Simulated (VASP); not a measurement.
# Al2Ru (Fddd) in VASP: single point with PBEsol

Aim: the single point of Al2Ru with PBEsol.

Program: VASP 6.6.1. These are calculated values, not measurements. Logs are shortened: lines on timing, memory, paths and dates and some standing lists are left out, and cuts for length are marked.

**1. The cell of the first run**

The structure is orthorhombic, space group Fddd (No. 70). Conventional cell: a = 4.702 Å, b = 7.975 Å, c = 8.771 Å, α = 90.00°, β = 90.00°, γ = 90.00°. Al (site symmetry 2) has 5 Ru at 2.57 to 2.72 Å and 9 Al at 2.59 to 3.19 Å within 3.4 Å. Ru (site symmetry 222) has 10 Al at 2.57 to 2.72 Å and 4 Ru at 3.19 Å within 3.4 Å.

**2. Single point, PBEsol**

The input, INCAR:

```
PREC = Accurate
ENCUT = 500
EDIFF = 1E-6
ISMEAR = 0
SIGMA = 0.01
LREAL = False
LASPH = True
NELM = 120
ALGO = Normal
ISIF = 2
LWAVE = False
LCHARG = True
GGA = PS
LELF = True
LVHAR = True
NBANDS = 29
GGA_COMPAT = False
```

The input, KPOINTS:

```
regular mesh
0
Gamma
  10 10 10
```

The input, POSCAR:

```
Al2Ru
1.0
    0.0000000000      3.9876246700      4.3852624835
    2.3509802790      0.0000000000      4.3852624835
    2.3509802790      3.9876246700      0.0000000000
Al Ru
4 2
Direct
    0.0788753906      0.4211246094      0.0788753906
    0.4211246094      0.0788753906      0.4211246094
    0.1711246094      0.8288753906      0.1711246094
    0.8288753906      0.1711246094      0.8288753906
    0.7500000000      0.7500000000      0.7500000000
    0.5000000000      0.5000000000      0.5000000000
```

Potentials or basis: VASP PAW PBE potentials, release 64 (Al, Ru_pv).

Launch:

```console
$ cat potpaw_PBE.64/Al/POTCAR potpaw_PBE.64/Ru_pv/POTCAR > POTCAR
$ mpirun -np 1 vasp_std > vasp.out
```

OUTCAR:

```text
PREC = Accurate
   ENCUT = 500
   EDIFF = 1E-6
   ISMEAR = 0
   LREAL = False
   LASPH = True
   NELM = 120
   ISIF = 2
   GGA = PS

 ion  position               nearest neighbor table
   1  0.079  0.421  0.079-   6 2.57   6 2.57   3 2.59   3 2.59   5 2.62   2 2.67   2 2.67   5 2.72
                             5 2.72   2 2.73   4 3.19   4 3.19   4 3.19   4 3.19
   2  0.421  0.079  0.421-   6 2.57   6 2.57   4 2.59   4 2.59   5 2.62   1 2.67   1 2.67   5 2.72
                             5 2.72   1 2.73   3 3.19   3 3.19   3 3.19   3 3.19
   3  0.171  0.829  0.171-   5 2.57   5 2.57   1 2.59   1 2.59   6 2.62   4 2.67   4 2.67   6 2.72
                             6 2.72   4 2.73   2 3.19   2 3.19   2 3.19   2 3.19
   4  0.829  0.171  0.829-   5 2.57   5 2.57   2 2.59   2 2.59   6 2.62   3 2.67   3 2.67   6 2.72
                             6 2.72   3 2.73   1 3.19   1 3.19   1 3.19   1 3.19
   5  0.750  0.750  0.750-   4 2.57   3 2.57   4 2.57   3 2.57   1 2.62   2 2.62   2 2.72   2 2.72
                             1 2.72   1 2.72   6 3.19   6 3.19   6 3.19   6 3.19
   6  0.500  0.500  0.500-   1 2.57   2 2.57   1 2.57   2 2.57   3 2.62   4 2.62   3 2.72   3 2.72
                             4 2.72   4 2.72   5 3.19   5 3.19   5 3.19   5 3.19

  LATTYP: Found a face centered orthorhombic cell.
 ALAT       =     4.7019605580
 B/A-ratio  =     1.6961540280
 C/A-ratio  =     1.8652910544

  Lattice vectors:

 A1 = (   0.0000000000,   3.9876246700,   4.3852624835)
 A2 = (   2.3509802790,   0.0000000000,   4.3852624835)
 A3 = (   2.3509802790,   3.9876246700,   0.0000000000)

Analysis of symmetry for initial positions (statically):
=====================================================================
 Subroutine PRICEL returns:
 Original cell was already a primitive cell.

 Routine SETGRP: Setting up the symmetry group for a
 face centered orthorhombic supercell.

 Subroutine GETGRP returns: Found  8 space group operations
 (whereof  4 operations were pure point group operations)
 out of a pool of  8 trial point group operations.

The static configuration has the point symmetry D_2 .
 The point group associated with its full space group is D_2h.

Analysis of symmetry for dynamics (positions and initial velocities):
=====================================================================
 Subroutine PRICEL returns:
 Original cell was already a primitive cell.

 Routine SETGRP: Setting up the symmetry group for a
 face centered orthorhombic supercell.

 Subroutine GETGRP returns: Found  8 space group operations
 (whereof  4 operations were pure point group operations)
 out of a pool of  8 trial point group operations.

The dynamic configuration has the point symmetry D_2 .
 The point group associated with its full space group is D_2h.

 Subroutine INISYM returns: Found  8 space group operations
 (whereof  4 operations are pure point group operations),
 and found     1 'primitive' translations

----------------------------------------------------------------------------------------

                                     Primitive cell

  volume of cell :      82.2222

  direct lattice vectors                    reciprocal lattice vectors
     0.000000000  3.987624670  4.385262484    -0.212677241  0.125387929  0.114018260
     2.350980279  0.000000000  4.385262484     0.212677241 -0.125387929  0.114018260
     2.350980279  3.987624670  0.000000000     0.212677241  0.125387929 -0.114018260

  length of vectors
     5.927198120  4.975704505  4.629066729     0.271944674  0.271944674  0.271944674

  position of ions in fractional coordinates (direct lattice)
     0.078875391  0.421124609  0.078875391
     0.421124609  0.078875391  0.421124609
     0.171124609  0.828875391  0.171124609
     0.828875391  0.171124609  0.828875391
     0.750000000  0.750000000  0.750000000
     0.500000000  0.500000000  0.500000000

  ion indices of the primitive-cell ions
   primitive index   ion index
                 1           1
                 2           2
                 3           3
                 4           4
                 5           5
                 6           6

----------------------------------------------------------------------------------------

 KPOINTS: regular mesh

Automatic generation of k-mesh.
 Grid dimensions read from file:
 generate k-points for:   10   10   10

 Generating k-lattice:

  Cartesian coordinates                     Fractional coordinates (reciprocal lattice)
    -0.021267724  0.012538793  0.011401826     0.100000000 -0.000000000 -0.000000000
     0.021267724 -0.012538793  0.011401826     0.000000000  0.100000000  0.000000000
     0.021267724  0.012538793 -0.011401826     0.000000000  0.000000000  0.100000000

  Length of vectors
     0.027194467  0.027194467  0.027194467

  Shift w.r.t. Gamma in fractional coordinates (k-lattice)
     0.000000000  0.000000000  0.000000000

 Subroutine IBZKPT returns following result:
 ===========================================

 Found    171 irreducible k-points:

 Following reciprocal coordinates:
            Coordinates               Weight
  0.000000  0.000000  0.000000      1.000000
  0.100000  0.000000 -0.000000      8.000000
  0.200000  0.000000 -0.000000      8.000000
  0.300000  0.000000  0.000000      8.000000
  0.400000  0.000000  0.000000      8.000000
  0.500000  0.000000  0.000000      4.000000
[... 16 lines left out ...]
  0.300000  0.300000  0.000000      2.000000
  0.400000  0.300000 -0.000000      8.000000
 [... further k-points ...]
   k-points           NKPTS =    171   k-points in BZ     NKDIM =    171   number of bands    NBANDS=     29
   number of dos      NEDOS =    301   number of ions     NIONS =      6
   total plane-waves  NPLWV =  62208
   dimension x,y,z NGX =    48 NGY =   36 NGZ =   36
   dimension x,y,z NGXF=    96 NGYF=   72 NGZF=   72
   ions per type =               4   2
   NGX,Y,Z   is equivalent  to a cutoff of  13.46, 12.03, 12.93 a.u.
   NGXF,Y,Z  is equivalent  to a cutoff of  26.93, 24.06, 25.86 a.u.
 SYSTEM =  unknown system
   PREC   = accura    normal or accurate (medium, high low for compatibility)
   ISTART =      0    job   : 0-new  1-cont  2-samecut
   ICHARG =      2    charge: 1-file 2-atom 10-const
   ISPIN  =      1    spin polarized calculation?
   LNONCOLLINEAR =      F non collinear calculations
   LSORBIT =      F    spin-orbit coupling
   LASPH  =      T    aspherical Exc in radial PAW
   ENCUT  =  500.0 eV  36.75 Ry    6.06 a.u.  10.81  9.07  8.44*2*pi/ulx,y,z
   NELM   =    120;   NELMIN=  2; NELMDL= -5     # of ELM steps
   EDIFF  = 0.1E-05   stopping-criterion for ELM
   LREAL  =      F    real-space projection
   EDIFFG = 0.1E-04   stopping-criterion for IOM
   NSW    =      0    number of steps for IOM
   IBRION =     -1    ionic relax: 0-MD 1-quasi-New 2-CG
   NFREE  =      0    steps in history (QN), initial steepest desc. (CG)
   ISIF   =      2    stress and relaxation
   ISYM   =      2    0-nonsym 1-usesym 2-fastsym
   POTIM  = 0.5000    time-step for ionic-motion
   TEBEG  =    0.0;   TEEND  =   0.0 temperature during run
   PSTRESS=    0.0 pullay stress
   NELECT =      40.0000    total number of electrons
   NUPDOWN=      -1.0000    fix difference up-down
   EMIN   =  10.00;   EMAX   =-10.00  energy-range for DOS
   EFERMI =   0.00;   METHOD = LEGACY
   ISMEAR =     0;   SIGMA  =   0.01  broadening in eV -4-tet -1-fermi 0-gaus
   EFERMI_NEDOS =   21; number of points for ismear=-14 and -15
   IALGO  =     38    algorithm
   IMIX   =      4    mixing-type and parameters
     AMIX     =   0.40;   BMIX     =  1.00
     AMIX_MAG =   1.60;   BMIX_MAG =  1.00
  volume/ion in A,a.u.               =      13.70        92.48
  Fermi-wavevector in a.u.,A,eV,Ry     =   1.287553  2.433123 22.555649  1.657793
  Thomas-Fermi vector in A             =   2.419561
   LORBIT       =      0    0 simple, 1 ext, 2 COOP (PROOUT), +10 PAW based schemes
   GGA     = PS    functional components
   LHFCALC =     F    Hartree Fock is set to
   AEXX    =    0.0000 exact exchange contribution
   IVDW    =     0    specifies the selected vdW correction
   LEPSILON=     F    determine dielectric tensor
   LRPA    =     F    only Hartree local field effects (RPA)
 non-spin polarized calculation
 Gauss-broadening in eV      SIGMA  =   0.01
  energy-cutoff  :      500.00
  volume of cell :       82.22
 maximum number of plane-waves:      2130
 NGX is ok and might be reduce to    48
   NGX = 21   NGY = 19   NGZ = 17

 number of electron      40.0000001 magnetization

 Free energy of the ion-electron system (eV)
  ---------------------------------------------------
  ext. energy  EPLUGINS =         0.00000000
  ---------------------------------------------------
  free energy    TOTEN  =       -40.83074216 eV

  energy without entropy =      -40.83074216  energy(sigma->0) =      -40.83074216

 E-fermi :  10.6783     XC(G=0): -12.0195

 val. band max:       10.6383428923   @ k =   0.0000   0.0000   0.0000
 cond. band min:      10.7208452849   @ k =   0.0000   0.3000   0.3000
 fundamental gap:      0.0825023925
 Fermi energy:        10.6783174079

 k-point     1 :       0.0000    0.0000    0.0000
  band No.  band energies     occupation
      1     -32.0427      2.00000
      2     -31.9568      2.00000
      3     -31.9558      2.00000
      4     -31.9031      2.00000
      5     -31.8915      2.00000
      6     -31.8884      2.00000
[... 21 lines left out ...]
     28      14.5729      0.00000
     29      15.2942      0.00000

 k-point     2 :       0.1000    0.0000   -0.0000
  band No.  band energies     occupation
      1     -32.0417      2.00000
      2     -31.9642      2.00000
      3     -31.9495      2.00000
      4     -31.9036      2.00000
      5     -31.8916      2.00000
      6     -31.8882      2.00000
[... 21 lines left out ...]
     28      15.1805      0.00000
     29      15.7226      0.00000

 k-point     3 :       0.2000    0.0000   -0.0000
  band No.  band energies     occupation
      1     -32.0388      2.00000
      2     -31.9725      2.00000
      3     -31.9444      2.00000
      4     -31.9046      2.00000
      5     -31.8922      2.00000
      6     -31.8875      2.00000
[... 21 lines left out ...]
     28      16.0956      0.00000
     29      16.3920      0.00000

 k-point     4 :       0.3000    0.0000    0.0000
  band No.  band energies     occupation
      1     -32.0347      2.00000
      2     -31.9806      2.00000
      3     -31.9413      2.00000
      4     -31.9051      2.00000
      5     -31.8929      2.00000
      6     -31.8869      2.00000
[... 21 lines left out ...]
     28      16.8968      0.00000
     29      17.5842      0.00000

 k-point     5 :       0.4000    0.0000    0.0000
  band No.  band energies     occupation
      1     -32.0308      2.00000
      2     -31.9870      2.00000
      3     -31.9401      2.00000
      4     -31.9050      2.00000
      5     -31.8933      2.00000
      6     -31.8866      2.00000
[... 21 lines left out ...]
     28      17.2269      0.00000
     29      18.0004      0.00000
[... 510 lines left out ...]
     28      17.0972      0.00000
     29      17.5351      0.00000

 k-point    22 :      -0.2000    0.2000    0.0000
  band No.  band energies     occupation
      1     -32.0338      2.00000
      2     -31.9855      2.00000
      3     -31.9376      2.00000
      4     -31.9026      2.00000
      5     -31.8951      2.00000
      6     -31.8878      2.00000
[... 21 lines left out ...]
     28      17.1350      0.00000
     29      17.5276      0.00000

 k-point    23 :       0.3000    0.3000    0.0000
  band No.  band energies     occupation
      1     -32.0257      2.00000
      2     -31.9747      2.00000
      3     -31.9502      2.00000
      4     -31.9226      2.00000
      5     -31.8865      2.00000
      6     -31.8807      2.00000
[... 21 lines left out ...]
     28      15.3666      0.00000
     29      16.1394      0.00000

 k-point    24 :       0.4000    0.3000   -0.0000
  band No.  band energies     occupation
      1     -32.0204      2.00000
      2     -31.9826      2.00000
      3     -31.9463      2.00000
      4     -31.9257      2.00000
      5     -31.8853      2.00000
      6     -31.8807      2.00000
[... 21 lines left out ...]
     28      15.5016      0.00000
     29      16.5804      0.00000

 [... further k-points ...]
[... 5 lines left out ...]
  --------------------------------------------------------------------------------------
  -------------------------------------------------------------------------------------
  Total        0.0377795      0.0447644      0.0483441      0.0000000      0.0000000      0.0000000
  in kB        0.7361689      0.8722776      0.9420305      0.0000000      0.0000000      0.0000000
  external PRESSURE =       0.8501590 kB  Pullay stress =       0.0000000 kB

 VOLUME and BASIS-vectors are now :
 -----------------------------------------------------------------------------
  energy-cutoff  :      500.00
  volume of cell :       82.22
      direct lattice vectors                 reciprocal lattice vectors
     0.000000000  3.987624670  4.385262484    -0.212677241  0.125387929  0.114018260
     2.350980279  0.000000000  4.385262484     0.212677241 -0.125387929  0.114018260
     2.350980279  3.987624670  0.000000000     0.212677241  0.125387929 -0.114018260

 POSITION                                       TOTAL-FORCE (eV/Angst)
 -----------------------------------------------------------------------------------
      1.17549      0.62905      2.19263        -0.000000      0.004512      0.000000
      1.17549      3.35857      2.19263        -0.000000     -0.004512      0.000000
      2.35098      1.36476      4.38526         0.000000     -0.004512     -0.000000
      2.35098      6.61049      4.38526         0.000000      0.004512     -0.000000
      3.52647      5.98144      6.57789        -0.000000      0.000000      0.000000
      2.35098      3.98762      4.38526         0.000000      0.000000     -0.000000
 -----------------------------------------------------------------------------------
    total drift:                               -0.000000     -0.000000      0.000000

  FREE ENERGIE OF THE ION-ELECTRON SYSTEM (eV)
  ---------------------------------------------------
  free  energy   TOTEN  =       -40.8307421562 eV

  energy  without entropy=      -40.8307421562  energy(sigma->0) =      -40.83074216
```

It took 16 min on 1 thread of AMD EPYC 7R13, shared host; peak memory 0.42 GiB.

What came out:

```yaml
Free_energy: -40.8307 eV
Pressure: 0.1 GPa
Largest_force: 0.005 eV/Å
Band_gap_on_the_k_mesh: 0.08 eV, indirect (least direct gap 1.23 eV)
```

Forces on the atoms (eV/Å):
```
Al   0.000  0.005  0.000
Al   0.000 -0.005  0.000
Al   0.000 -0.005  0.000
Al   0.000  0.005  0.000
Ru   0.000  0.000  0.000
Ru   0.000  0.000  0.000
```

Caveat: the PAW data sets were made with another functional, which shifts forces and pressure a little. A k mesh can miss the band edges.
